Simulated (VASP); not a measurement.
MgSn4N: single point with PBE

The system is MgSn4N.

```
CELL_PARAMETERS angstrom
4.57841 0.00000 0.00000
0.00000 4.57841 0.00000
0.00000 0.00000 6.94633
ATOMIC_POSITIONS crystal
Mg 0.00000 0.00000 0.00000
Sn 0.50000 0.00000 0.70980
Sn 0.00000 0.50000 0.29020
Sn 0.50000 0.00000 0.29020
Sn 0.00000 0.50000 0.70980
N 0.50000 0.50000 0.50000
```

The cell was generated, and may not be a known phase.

```
Program                : VASP 6.6.1
Task                   : single point
Functional             : PBE
Potentials or basis    : VASP PAW PBE potentials, release 64 (Mg, Sn_d, N)
Cutoff                 : 520 eV
k mesh                 : 8 × 8 × 6
Occupations            : gaussian, width 0.1 eV
Spin                   : no spin polarisation
Dipole correction      : no
Further INCAR settings : ALGO = Fast; EDIFF = 1e-07; NBANDS = 40
```

| Property | Result |
| --- | --- |
| Pressure | -0.1 GPa |
| Largest force | 0.010 eV/Å |
| Band gap on the k mesh | zero (an odd number of electrons rules out a gap without spin polarisation) |

Forces in eV/Å, atoms in the order of the input:
```
Mg   0.000  0.000  0.000
Sn   0.000  0.000  0.010
Sn   0.000  0.000 -0.010
Sn   0.000  0.000 -0.010
Sn   0.000  0.000  0.010
N    0.000  0.000  0.000
```

Levels at points of the mesh, in eV from the Fermi level:
| k point | band 27 | band 28 | band 29 | band 30 | band 31 | band 32 | band 33 | band 34 | band 35 | band 36 |
| --- | --- | --- | --- | --- | --- | --- | --- | --- | --- | --- |
| (0.00, 0.00, 0.00) | -4.08 | -2.69 | -1.74 | -0.69 | -0.69 | -0.28 | -0.28 | -0.28 | 2.48 | 3.58 |
| (0.50, 0.00, 0.00) | -3.51 | -2.57 | -1.58 | -0.69 | -0.20 | 0.38 | 1.21 | 1.65 | 1.75 | 1.85 |
| (0.50, 0.50, 0.00) | -4.39 | -3.35 | -3.35 | -3.16 | -2.14 | 0.51 | 0.79 | 0.79 | 1.86 | 4.53 |
| (0.00, 0.00, 0.50) | -3.61 | -2.99 | -1.89 | -1.43 | -1.43 | 0.42 | 0.42 | 0.46 | 1.89 | 3.24 |
| (0.50, 0.00, 0.50) | -2.50 | -2.31 | -0.70 | -0.16 | -0.16 | 0.22 | 0.54 | 0.89 | 1.01 | 1.22 |
| (0.50, 0.50, 0.50) | -4.40 | -4.30 | -1.81 | -1.81 | -1.33 | 0.54 | 1.29 | 1.29 | 1.65 | 1.65 |

It took 7.4 min on 1 thread of Oxide Virtual Turin-like Processor, on a shared host, peak memory 0.41 GiB.

Caveat: spin-orbit coupling is left out, which moves the levels of the heavy elements.
